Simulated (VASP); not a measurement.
# Ni (Fm-3m) in VASP: settings compared

Ni is run at these levels: PBE, revPBE; tasks: single point.

All numbers are computed with VASP 6.6.1; they aren't measurements. Logs are shortened: lines on timing, memory, paths and dates and some standing lists are left out, and cuts for length are marked.

### Step 1. The cell of the first run

The structure is cubic, space group Fm-3m (No. 225). The conventional cell has a = 3.588 Å, b = 3.588 Å, c = 3.588 Å, α = 90.00°, β = 90.00°, γ = 90.00°. Ni (site symmetry m-3m) has 12 Ni at 2.54 Å within 3.3 Å.

### Step 2. Single point, PBE

INCAR reads:

```
SYSTEM = Ni
PREC = Accurate
ENCUT = 520
EDIFF = 1E-6
ISMEAR = 1
SIGMA = 0.041
LREAL = .FALSE.
LASPH = .TRUE.
NELM = 80
ALGO = Normal
ISIF = 2
LWAVE = .FALSE.
LCHARG = .FALSE.
GGA = PE
NBANDS = 11
```

KPOINTS reads:

```
regular mesh
0
G
  8 8 8
  0 0 0
```

POSCAR reads:

```
Ni
1.0
    0.0000000000      1.7938320000      1.7938320000
    1.7938320000      0.0000000000      1.7938320000
    1.7938320000      1.7938320000      0.0000000000
Ni
1
Direct
    0.0000000000      0.0000000000      0.0000000000
```

Potentials or basis: VASP PAW PBE potentials, release 64 (Ni).

Started as:

```console
$ cat potpaw_PBE.64/Ni/POTCAR > POTCAR
$ mpirun -np 1 vasp_std > vasp.out
```

OUTCAR:

```text
SYSTEM = Ni
   PREC = Accurate
   ENCUT = 520
   EDIFF = 1E-6
   ISMEAR = 1
   LREAL = .FALSE.
   LASPH = .TRUE.
   NELM = 80
   ISIF = 2
   GGA = PE

 ion  position               nearest neighbor table
   1  0.000  0.000  0.000-

  LATTYP: Found a face centered cubic cell.
 ALAT       =     3.5876640000

  Lattice vectors:

 A1 = (   0.0000000000,   1.7938320000,   1.7938320000)
 A2 = (   1.7938320000,   0.0000000000,   1.7938320000)
 A3 = (   1.7938320000,   1.7938320000,   0.0000000000)

Analysis of symmetry for initial positions (statically):
=====================================================================
 Subroutine PRICEL returns:
 Original cell was already a primitive cell.

 Routine SETGRP: Setting up the symmetry group for a
 face centered cubic supercell.

 Subroutine GETGRP returns: Found 48 space group operations
 (whereof 48 operations were pure point group operations)
 out of a pool of 48 trial point group operations.

The static configuration has the point symmetry O_h .

Analysis of symmetry for dynamics (positions and initial velocities):
=====================================================================
 Subroutine PRICEL returns:
 Original cell was already a primitive cell.

 Routine SETGRP: Setting up the symmetry group for a
 face centered cubic supercell.

 Subroutine GETGRP returns: Found 48 space group operations
 (whereof 48 operations were pure point group operations)
 out of a pool of 48 trial point group operations.

The dynamic configuration has the point symmetry O_h .

 Subroutine INISYM returns: Found 48 space group operations
 (whereof 48 operations are pure point group operations),
 and found     1 'primitive' translations

----------------------------------------------------------------------------------------

                                     Primitive cell

  volume of cell :      11.5445

  direct lattice vectors                    reciprocal lattice vectors
     0.000000000  1.793832000  1.793832000    -0.278732903  0.278732903  0.278732903
     1.793832000  0.000000000  1.793832000     0.278732903 -0.278732903  0.278732903
     1.793832000  1.793832000  0.000000000     0.278732903  0.278732903 -0.278732903

  length of vectors
     2.536861543  2.536861543  2.536861543     0.482779549  0.482779549  0.482779549

  position of ions in fractional coordinates (direct lattice)
     0.000000000  0.000000000  0.000000000

  ion indices of the primitive-cell ions
[... 75 lines left out ...]
   LREAL  =      F    real-space projection
   EDIFFG = 0.1E-04   stopping-criterion for IOM
   NSW    =      0    number of steps for IOM
   IBRION =     -1    ionic relax: 0-MD 1-quasi-New 2-CG
   NFREE  =      0    steps in history (QN), initial steepest desc. (CG)
   ISIF   =      2    stress and relaxation
   ISYM   =      2    0-nonsym 1-usesym 2-fastsym
   POTIM  = 0.5000    time-step for ionic-motion
   TEBEG  =    0.0;   TEEND  =   0.0 temperature during run
   PSTRESS=    0.0 pullay stress
   NELECT =      10.0000    total number of electrons
   NUPDOWN=      -1.0000    fix difference up-down
   EMIN   =  10.00;   EMAX   =-10.00  energy-range for DOS
   EFERMI =   0.00;   METHOD = LEGACY
   ISMEAR =     1;   SIGMA  =   0.04  broadening in eV -4-tet -1-fermi 0-gaus
   EFERMI_NEDOS =   21; number of points for ismear=-14 and -15
   IALGO  =     38    algorithm
   IMIX   =      4    mixing-type and parameters
     AMIX     =   0.40;   BMIX     =  1.00
     AMIX_MAG =   1.60;   BMIX_MAG =  1.00
  volume/ion in A,a.u.               =      11.54        77.91
  Fermi-wavevector in a.u.,A,eV,Ry     =   1.560569  2.949048 33.135310  2.435377
  Thomas-Fermi vector in A             =   2.663762
   LORBIT       =      0    0 simple, 1 ext, 2 COOP (PROOUT), +10 PAW based schemes
   GGA     = PE    functional components
   LHFCALC =     F    Hartree Fock is set to
   AEXX    =    0.0000 exact exchange contribution
   IVDW    =     0    specifies the selected vdW correction
   LEPSILON=     F    determine dielectric tensor
   LRPA    =     F    only Hartree local field effects (RPA)
 non-spin polarized calculation
 Methfessel and Paxton  Order N= 1 SIGMA  =   0.04
  energy-cutoff  :      520.00
  volume of cell :       11.54
 maximum number of plane-waves:       331
   NGX =  9   NGY =  9   NGZ =  9

 number of electron      10.0000000 magnetization

 number of electron       9.9999992 magnetization

 Free energy of the ion-electron system (eV)
  ---------------------------------------------------
  ext. energy  EPLUGINS =         0.00000000
  ---------------------------------------------------
  free energy    TOTEN  =        -5.35863202 eV

  energy without entropy =       -5.35776592  energy(sigma->0) =       -5.35834332

 E-fermi :   8.3769     XC(G=0): -12.9077

 val. band max:        8.3757618381   @ k =  -0.3750   0.3750   0.1250
 cond. band min:       8.4007335690   @ k =   0.5000   0.2500   0.0000
 fundamental gap:      0.0249717308
 Fermi energy:         8.3769119784

 k-point     1 :       0.0000    0.0000    0.0000
  band No.  band energies     occupation
      1      -0.0614      2.00000
      2       6.6762      2.00000
      3       6.6762      2.00000
      4       6.6762      2.00000
      5       7.6775      2.00000
      6       7.6775      2.00000
      7      31.6932      0.00000
      8      35.1751      0.00000
      9      35.1751      0.00000
     10      35.1751      0.00000
     11      38.0037      0.00000
[... 309 lines left out ...]
 k-point    24 :      -0.3750    0.2500    0.1250
  band No.  band energies     occupation
      1       5.1316      2.00000
      2       5.9095      2.00000
      3       6.5277      2.00000
      4       7.2046      2.00000
      5       8.2822      2.00519
      6      11.9015      0.00000
      7      14.4278      0.00000
      8      24.0242      0.00000
      9      24.7333      0.00000
     10      33.3997      0.00000
     11      37.3875      0.00000

 [... further k-points ...]
[... 5 lines left out ...]
  --------------------------------------------------------------------------------------
  -------------------------------------------------------------------------------------
  Total       -0.7838674     -0.7838674     -0.7838674      0.0000000      0.0000000      0.0000000
  in kB     -108.7872158   -108.7872158   -108.7872158      0.0000000      0.0000000      0.0000000
  external PRESSURE =    -108.7872158 kB  Pullay stress =       0.0000000 kB

 VOLUME and BASIS-vectors are now :
 -----------------------------------------------------------------------------
  energy-cutoff  :      520.00
  volume of cell :       11.54
      direct lattice vectors                 reciprocal lattice vectors
     0.000000000  1.793832000  1.793832000    -0.278732903  0.278732903  0.278732903
     1.793832000  0.000000000  1.793832000     0.278732903 -0.278732903  0.278732903
     1.793832000  1.793832000  0.000000000     0.278732903  0.278732903 -0.278732903

 POSITION                                       TOTAL-FORCE (eV/Angst)
 -----------------------------------------------------------------------------------
      0.00000      0.00000      0.00000         0.000000     -0.000000      0.000000
 -----------------------------------------------------------------------------------
    total drift:                               -0.000000     -0.000000     -0.000000

  FREE ENERGIE OF THE ION-ELECTRON SYSTEM (eV)
  ---------------------------------------------------
  free  energy   TOTEN  =        -5.3586320171 eV

  energy  without entropy=       -5.3577659191  energy(sigma->0) =       -5.35834332
```

OSZICAR:

```text
N       E                     dE             d eps       ncg     rms          rms(c)
DAV:   1     0.299348497142E+02    0.29935E+02   -0.47678E+03   662   0.120E+03
DAV:   2    -0.558331711186E+01   -0.35518E+02   -0.32964E+02   662   0.170E+02
DAV:   3    -0.641732126291E+01   -0.83400E+00   -0.83004E+00   744   0.311E+01
DAV:   4    -0.642355885743E+01   -0.62376E-02   -0.62362E-02   731   0.246E+00
DAV:   5    -0.642368346821E+01   -0.12461E-03   -0.12461E-03   728   0.323E-01    0.928E+00
DAV:   6    -0.582909090893E+01    0.59459E+00   -0.16763E+01   752   0.565E+01    0.663E+00
DAV:   7    -0.537754181019E+01    0.45155E+00   -0.34602E+00   755   0.233E+01    0.154E+00
DAV:   8    -0.536020190082E+01    0.17340E-01   -0.38339E-02   863   0.209E+00    0.429E-01
DAV:   9    -0.535866925798E+01    0.15326E-02   -0.98762E-04   683   0.506E-01    0.741E-02
DAV:  10    -0.535863821008E+01    0.31048E-04   -0.42237E-04   785   0.218E-01    0.497E-02
DAV:  11    -0.535863417002E+01    0.40401E-05   -0.80762E-05   761   0.116E-01    0.165E-02
DAV:  12    -0.535863197358E+01    0.21964E-05   -0.14862E-05   674   0.456E-02    0.963E-04
DAV:  13    -0.535863201706E+01   -0.43477E-07   -0.55797E-08   361   0.283E-03
   1 F= -.53586320E+01 E0= -.53583433E+01  d E =-.866098E-03
```

It took 5.8 s on 1 thread of AMD EPYC 7R13, shared host; peak memory 0.09 GiB.

What came out:

| Item | Value |
| --- | --- |
| Free energy | -5.3586 eV |
| Pressure | -10.9 GPa |
| Band gap on the k mesh | zero (band 5 reaches 8.52 eV, above the bottom of band 6 at 7.64 eV) |

Caveat: the k points lie up to 0.38 Å⁻¹ apart; the run has no spin polarisation, though such a crystal can be magnetic.

### Step 3. Single point, revPBE

INCAR reads:

```
SYSTEM = Ni
  ALGO = Normal
  EDIFF = 1E-6
  ENCUT = 520
  GGA = RE
  ISIF = 2
  ISMEAR = 1
  LASPH = .TRUE.
  LCHARG = .FALSE.
  LREAL = .FALSE.
  LWAVE = .FALSE.
  NBANDS = 11
  NELM = 60
  PREC = Accurate
  SIGMA = 0.041
```

KPOINTS reads:

```
k-points
0
G
  8 8 8
  0 0 0
```

POSCAR is that of step 2.

Potentials or basis: VASP PAW PBE potentials, release 64 (Ni).

Started as:

```console
$ cat potpaw_PBE.64/Ni/POTCAR > POTCAR
$ mpirun -np 1 vasp_std > vasp.out
```

It took 5.5 s on 1 thread of AMD EPYC 7R13, shared host; peak memory 0.09 GiB.

It converged, with:

```
Free energy            : -4.9612 eV
Pressure               : -7.1 GPa
Band gap on the k mesh : zero (band 5 reaches 8.63 eV, above the bottom of band 6 at 7.75 eV)
```

Levels at points of the mesh, in eV from the Fermi level:
```csv
k point,band 1,band 2,band 3,band 4,band 5,band 6,band 7,band 8,band 9,band 10
"(0.00, 0.00, 0.00)",-8.43,-1.70,-1.70,-1.70,-0.70,-0.70,23.28,26.82,26.82,26.82
"(0.50, 0.00, 0.00)",-4.09,-1.74,-1.74,-0.04,-0.03,-0.03,5.68,21.80,23.93,23.93
"(0.50, 0.50, 0.00)",-3.93,-3.37,-0.04,0.14,0.14,2.59,9.02,14.50,14.50,19.24
```

Caveat: the k points lie up to 0.38 Å⁻¹ apart; the PAW data sets were made with another functional, which shifts forces and pressure a little; the run has no spin polarisation, though such a crystal can be magnetic. Spin polarisation is off, so any magnetic state and its effect on volume and gap are missing.
